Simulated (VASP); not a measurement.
# Sb2S3 (Pnma) in VASP: a series of runs, part 2 of 2

VASP 6.6.1. Earlier steps stand in the parts before.

**3. Single point, PBE (24.93 Å³/atom)**

This run uses another cell than the first one, of 24.93 Å³/atom.

INCAR

```
SYSTEM = Sb2S3
  ALGO = Normal
  EDIFF = 1E-6
  ENCUT = 500
  GGA = PE
  GGA_COMPAT = .False.
  ISIF = 2
  ISMEAR = 0
  KPAR = 4
  LASPH = .True.
  LCHARG = .True.
  LREAL = .False.
  LVHAR = .True.
  LWAVE = .False.
  NBANDS = 72
  NELM = 120
  PREC = Accurate
  SIGMA = 0.02
```

KPOINTS

```
k-points
0
Gamma
  4 8 4
  0 0 0
```

POSCAR

```
Sb2S3
1.0
   11.6181877424      0.0000000000      0.0000000000
    0.0000000000      3.8619373450      0.0000000000
    0.0000000000      0.0000000000     11.1128275921
Sb S
8 12
Direct
    0.4711175916      0.2500000000      0.3269938624
    0.0288824084      0.7500000000      0.8269938624
    0.9711175916      0.2500000000      0.1730061376
    0.5288824084      0.7500000000      0.6730061376
    0.3523302973      0.7500000000      0.0336129172
    0.1476697027      0.2500000000      0.5336129172
    0.8523302973      0.7500000000      0.4663870828
    0.6476697027      0.2500000000      0.9663870828
    0.2941929484      0.2500000000      0.1901643998
    0.2058070516      0.7500000000      0.6901643998
    0.7941929484      0.2500000000      0.3098356002
    0.7058070516      0.7500000000      0.8098356002
    0.5477994679      0.7500000000      0.1256542474
    0.9522005321      0.2500000000      0.6256542474
    0.0477994679      0.7500000000      0.3743457526
    0.4522005321      0.2500000000      0.8743457526
    0.3753151779      0.7500000000      0.4422988783
    0.1246848221      0.2500000000      0.9422988783
    0.8753151779      0.7500000000      0.0577011217
    0.6246848221      0.2500000000      0.5577011217
```

Potentials or basis: VASP PAW PBE potentials, release 64 (Sb, S).

Launch:

```bash
$ cat potpaw_PBE.64/Sb/POTCAR potpaw_PBE.64/S/POTCAR > POTCAR
$ mpirun -np 4 vasp_std > vasp.out
```

OUTCAR:

```text
SYSTEM = Sb2S3
   EDIFF = 1E-6
   ENCUT = 500
   GGA = PE
   ISIF = 2
   ISMEAR = 0
   LASPH = .True.
   LREAL = .False.
   NELM = 120
   PREC = Accurate

 ion  position               nearest neighbor table
   1  0.471  0.250  0.327-   9 2.56  17 2.57  17 2.57  13 3.09  13 3.09  20 3.12
   2  0.029  0.750  0.827-  10 2.56  18 2.57  18 2.57  14 3.09  14 3.09  19 3.12
   3  0.971  0.250  0.173-  11 2.56  19 2.57  19 2.57  15 3.09  15 3.09  18 3.12
   4  0.529  0.750  0.673-  12 2.56  20 2.57  20 2.57  16 3.09  16 3.09  17 3.12
   5  0.352  0.750  0.034-  13 2.49   9 2.69   9 2.69  16 2.86  16 2.86
   6  0.148  0.250  0.534-  14 2.49  10 2.69  10 2.69  15 2.86  15 2.86
   7  0.852  0.750  0.466-  15 2.49  11 2.69  11 2.69  14 2.86  14 2.86
   8  0.648  0.250  0.966-  16 2.49  12 2.69  12 2.69  13 2.86  13 2.86
   9  0.294  0.250  0.190-   1 2.56   5 2.69   5 2.69
  10  0.206  0.750  0.690-   2 2.56   6 2.69   6 2.69
  11  0.794  0.250  0.310-   3 2.56   7 2.69   7 2.69
  12  0.706  0.750  0.810-   4 2.56   8 2.69   8 2.69
  13  0.548  0.750  0.126-   5 2.49   8 2.86   8 2.86   1 3.09   1 3.09
  14  0.952  0.250  0.626-   6 2.49   7 2.86   7 2.86   2 3.09   2 3.09
  15  0.048  0.750  0.374-   7 2.49   6 2.86   6 2.86   3 3.09   3 3.09
  16  0.452  0.250  0.874-   8 2.49   5 2.86   5 2.86   4 3.09   4 3.09
  17  0.375  0.750  0.442-   1 2.57   1 2.57   4 3.12
  18  0.125  0.250  0.942-   2 2.57   2 2.57   3 3.12
  19  0.875  0.750  0.058-   3 2.57   3 2.57   2 3.12
  20  0.625  0.250  0.558-   4 2.57   4 2.57   1 3.12

  LATTYP: Found a simple orthorhombic cell.
 ALAT       =     3.8619373450
 B/A-ratio  =     2.8775266400
 C/A-ratio  =     3.0083832814

  Lattice vectors:

 A1 = (   0.0000000000,   3.8619373450,   0.0000000000)
 A2 = (   0.0000000000,   0.0000000000,  11.1128275921)
 A3 = (  11.6181877424,   0.0000000000,   0.0000000000)

Analysis of symmetry for initial positions (statically):
=====================================================================
 Subroutine PRICEL returns:
 Original cell was already a primitive cell.

 Routine SETGRP: Setting up the symmetry group for a
 simple orthorhombic supercell.

 Subroutine GETGRP returns: Found  8 space group operations
 (whereof  2 operations were pure point group operations)
 out of a pool of  8 trial point group operations.

The static configuration has the point symmetry S_2 .
 The point group associated with its full space group is D_2h.

Analysis of symmetry for dynamics (positions and initial velocities):
=====================================================================
 Subroutine PRICEL returns:
 Original cell was already a primitive cell.

 Routine SETGRP: Setting up the symmetry group for a
 simple orthorhombic supercell.

 Subroutine GETGRP returns: Found  8 space group operations
 (whereof  2 operations were pure point group operations)
 out of a pool of  8 trial point group operations.

The dynamic configuration has the point symmetry S_2 .
 The point group associated with its full space group is D_2h.

 Subroutine INISYM returns: Found  8 space group operations
 (whereof  2 operations are pure point group operations),
 and found     1 'primitive' translations

----------------------------------------------------------------------------------------

                                     Primitive cell

[... 107 lines left out ...]
 [... further k-points ...]
   k-points           NKPTS =     45   k-points in BZ     NKDIM =     45   number of bands    NBANDS=     72
   number of dos      NEDOS =    301   number of ions     NIONS =     20
   total plane-waves  NPLWV = 211680
   dimension x,y,z NGX =    90 NGY =   28 NGZ =   84
   dimension x,y,z NGXF=   180 NGYF=   56 NGZF=  168
   ions per type =               8  12
   NGX,Y,Z   is equivalent  to a cutoff of  12.88, 12.05, 12.57 a.u.
   NGXF,Y,Z  is equivalent  to a cutoff of  25.76, 24.11, 25.13 a.u.
 SYSTEM =  Sb2S3
   PREC   = accura    normal or accurate (medium, high low for compatibility)
   ISTART =      0    job   : 0-new  1-cont  2-samecut
   ICHARG =      2    charge: 1-file 2-atom 10-const
   ISPIN  =      1    spin polarized calculation?
   LNONCOLLINEAR =      F non collinear calculations
   LSORBIT =      F    spin-orbit coupling
   LASPH  =      T    aspherical Exc in radial PAW
   ENCUT  =  500.0 eV  36.75 Ry    6.06 a.u.  21.18  7.04 20.26*2*pi/ulx,y,z
   NELM   =    120;   NELMIN=  2; NELMDL= -5     # of ELM steps
   EDIFF  = 0.1E-05   stopping-criterion for ELM
   LREAL  =      F    real-space projection
   EDIFFG = 0.1E-04   stopping-criterion for IOM
   NSW    =      0    number of steps for IOM
   IBRION =     -1    ionic relax: 0-MD 1-quasi-New 2-CG
   NFREE  =      0    steps in history (QN), initial steepest desc. (CG)
   ISIF   =      2    stress and relaxation
   ISYM   =      2    0-nonsym 1-usesym 2-fastsym
   POTIM  = 0.5000    time-step for ionic-motion
   TEBEG  =    0.0;   TEEND  =   0.0 temperature during run
   PSTRESS=    0.0 pullay stress
   NELECT =     112.0000    total number of electrons
   NUPDOWN=      -1.0000    fix difference up-down
   EMIN   =  10.00;   EMAX   =-10.00  energy-range for DOS
   EFERMI =   0.00;   METHOD = LEGACY
   ISMEAR =     0;   SIGMA  =   0.02  broadening in eV -4-tet -1-fermi 0-gaus
   EFERMI_NEDOS =   21; number of points for ismear=-14 and -15
   IALGO  =     38    algorithm
   IMIX   =      4    mixing-type and parameters
     AMIX     =   0.40;   BMIX     =  1.00
     AMIX_MAG =   1.60;   BMIX_MAG =  1.00
  volume/ion in A,a.u.               =      24.93       168.24
  Fermi-wavevector in a.u.,A,eV,Ry     =   0.995157  1.880573 13.474349  0.990337
  Thomas-Fermi vector in A             =   2.127157
   LORBIT       =      0    0 simple, 1 ext, 2 COOP (PROOUT), +10 PAW based schemes
   GGA     = PE    functional components
   LHFCALC =     F    Hartree Fock is set to
   AEXX    =    0.0000 exact exchange contribution
   IVDW    =     0    specifies the selected vdW correction
   LEPSILON=     F    determine dielectric tensor
   LRPA    =     F    only Hartree local field effects (RPA)
 non-spin polarized calculation
 Gauss-broadening in eV      SIGMA  =   0.02
  energy-cutoff  :      500.00
  volume of cell :      498.62
 maximum number of plane-waves:     12744
 NGX is ok and might be reduce to    90
   NGX = 43   NGY = 15   NGZ = 41

 number of electron     111.9999996 magnetization

 Free energy of the ion-electron system (eV)
  ---------------------------------------------------
  ext. energy  EPLUGINS =         0.00000000
  ---------------------------------------------------
  free energy    TOTEN  =       -87.70164225 eV

  energy without entropy =      -87.70164225  energy(sigma->0) =      -87.70164225

 E-fermi :   5.0664     XC(G=0):  -9.3173

 val. band max:        4.9494096535   @ k =   0.0000   0.0000   0.0000
 cond. band min:       6.2432942815   @ k =   0.0000   0.0000   0.5000
 fundamental gap:      1.2938846280
 Fermi energy:         5.0664257161

 k-point     1 :       0.0000    0.0000    0.0000
  band No.  band energies     occupation
      1      -9.1565      2.00000
      2      -8.9206      2.00000
      3      -8.4565      2.00000
      4      -8.3405      2.00000
      5      -8.2183      2.00000
      6      -8.0266      2.00000
[... 1693 lines left out ...]
     67       8.3542      0.00000
     68       8.3542      0.00000

 [... further k-points ...]

 [bands above 68 left out]

------------------------ aborting loop because EDIFF is reached ----------------------------------------

  FORCE on cell =-STRESS in cart. coord.  units (eV):
  Direction    XX          YY          ZZ          XY          YZ          ZX
  --------------------------------------------------------------------------------------
  -------------------------------------------------------------------------------------
  Total        2.9249522      2.7216040      2.8289644      0.0000000     -0.0000000      0.0000000
  in kB        9.3985568      8.7451513      9.0901253      0.0000000     -0.0000000      0.0000000
  external PRESSURE =       9.0779445 kB  Pullay stress =       0.0000000 kB

 VOLUME and BASIS-vectors are now :
 -----------------------------------------------------------------------------
  energy-cutoff  :      500.00
  volume of cell :      498.62
      direct lattice vectors                 reciprocal lattice vectors
    11.618187742  0.000000000  0.000000000     0.086071944  0.000000000  0.000000000
     0.000000000  3.861937345  0.000000000     0.000000000  0.258937396  0.000000000
     0.000000000  0.000000000 11.112827592     0.000000000  0.000000000  0.089986099

 POSITION                                       TOTAL-FORCE (eV/Angst)
 -----------------------------------------------------------------------------------
      5.47353      0.96548      3.63383         0.000314     -0.000000     -0.011381
      0.33556      2.89645      9.19024        -0.000314      0.000000     -0.011381
     11.28263      0.96548      1.92259         0.000314      0.000000      0.011381
      6.14466      2.89645      7.47900        -0.000314     -0.000000      0.011381
      4.09344      2.89645      0.37353         0.003679      0.000000     -0.000950
      1.71565      0.96548      5.92995        -0.003679      0.000000     -0.000950
[... 12 lines left out ...]
     10.16958      2.89645      0.64122        -0.003984      0.000000     -0.001775
      7.25771      0.96548      6.19764         0.003984     -0.000000     -0.001775
 -----------------------------------------------------------------------------------
    total drift:                                0.000000     -0.000000      0.000000

  FREE ENERGIE OF THE ION-ELECTRON SYSTEM (eV)
  ---------------------------------------------------
  free  energy   TOTEN  =       -87.7016422485 eV

  energy  without entropy=      -87.7016422485  energy(sigma->0) =      -87.70164225
```

Wall time 11 min (4 MPI ranks of Intel Xeon Platinum 8259CL at 2.50GHz (Skylake/Cascade Lake), shared host); peak memory 1.2 GiB.

Results:

| Quantity | Value |
| --- | --- |
| Free energy | -87.7016 eV |
| Pressure | 0.9 GPa |
| Largest force | 0.011 eV/Å |
| Band gap on the k mesh | 1.29 eV (least direct gap 1.31 eV) |

Forces in eV/Å, atoms in the order of the input:
```
Sb   0.000  0.000 -0.011
Sb   0.000  0.000 -0.011
Sb   0.000  0.000  0.011
Sb   0.000  0.000  0.011
Sb   0.004  0.000 -0.001
Sb  -0.004  0.000 -0.001
Sb   0.004  0.000  0.001
Sb  -0.004  0.000  0.001
S    0.004  0.000  0.001
S   -0.004  0.000  0.001
S    0.004  0.000 -0.001
S   -0.004  0.000 -0.001
S    0.006  0.000  0.005
S   -0.006  0.000  0.005
S    0.006  0.000 -0.005
S   -0.006  0.000 -0.005
S   -0.004  0.000  0.002
S    0.004  0.000  0.002
S   -0.004  0.000 -0.002
S    0.004  0.000 -0.002
```

Caveat: spin-orbit coupling is left out, which moves the levels of the heavy elements.
